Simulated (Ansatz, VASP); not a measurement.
One calculation of Zr17O32, two programs

```
CELL_PARAMETERS angstrom
-5.15399 -5.22811 0.00000
5.15399 -5.22811 0.00000
-1.74773 0.00000 10.51514
ATOMIC_POSITIONS crystal
Zr 0.66898 0.39782 0.39688
Zr 0.86341 0.59365 0.14100
Zr 0.11923 0.41893 0.34601
Zr 0.33966 0.61232 0.10461
Zr 0.66194 0.37808 0.89643
Zr 0.87002 0.58685 0.64441
Zr 0.13469 0.40094 0.85173
Zr 0.33837 0.60990 0.59950
Zr 0.15215 0.86794 0.39286
Zr 0.36493 0.08438 0.14293
Zr 0.63488 0.90991 0.35710
Zr 0.84838 0.11509 0.10225
Zr 0.16223 0.86610 0.89618
Zr 0.38455 0.07044 0.67316
Zr 0.64063 0.89811 0.86089
Zr 0.84785 0.11350 0.60567
Zr 0.34336 0.19937 0.45903
O 0.38781 0.48322 0.40447
O 0.28995 0.36190 0.16522
O 0.09621 0.64071 0.00552
O 0.88511 0.34401 0.23444
O 0.09531 0.66054 0.24923
O 0.90507 0.35983 0.49007
O 0.71263 0.63950 0.32368
O 0.61562 0.54431 0.07809
O 0.38444 0.44699 0.91809
O 0.31419 0.35044 0.66370
O 0.08891 0.65755 0.50964
O 0.90051 0.34044 0.73933
O 0.10442 0.64124 0.75609
O 0.90774 0.35055 0.98746
O 0.70928 0.62464 0.83043
O 0.61779 0.55850 0.57602
O 0.88027 0.94901 0.42451
O 0.78797 0.87485 0.16980
O 0.60016 0.14219 0.01757
O 0.39406 0.84213 0.23987
O 0.56574 0.16292 0.28218
O 0.40091 0.87575 0.49556
O 0.16899 0.12407 0.31668
O 0.11799 0.03846 0.07499
O 0.88766 0.94411 0.92211
O 0.80122 0.86444 0.67542
O 0.60760 0.15775 0.52068
O 0.40009 0.81760 0.74919
O 0.61344 0.14449 0.77160
O 0.40644 0.84843 0.99260
O 0.19857 0.12288 0.83546
O 0.12282 0.05944 0.57520
```

Alike in both runs: functional PBE; k mesh 2 × 2 × 1; occupations gaussian, width 0.05 eV; no spin polarisation.

Ansatz relaxed the structure, and its values are those at the end. VASP's run is a single point on that final structure, the one shown.

```csv
,VASP,Ansatz
version,VASP 6.6.1,Ansatz 0.2.0
potentials or method,"VASP PAW PBE potentials, release 64 (Zr_sv, O), cutoff 520 eV","scalar-relativistic, plane waves, PAW"
valence electrons in the cell,396,396
```

```tsv
	VASP	Ansatz	Ansatz less VASP
rms of the force components (eV/Å)	0.012	0.006	-0.0064
```

The k mesh is coarse, so the values compare programs but aren't converged.
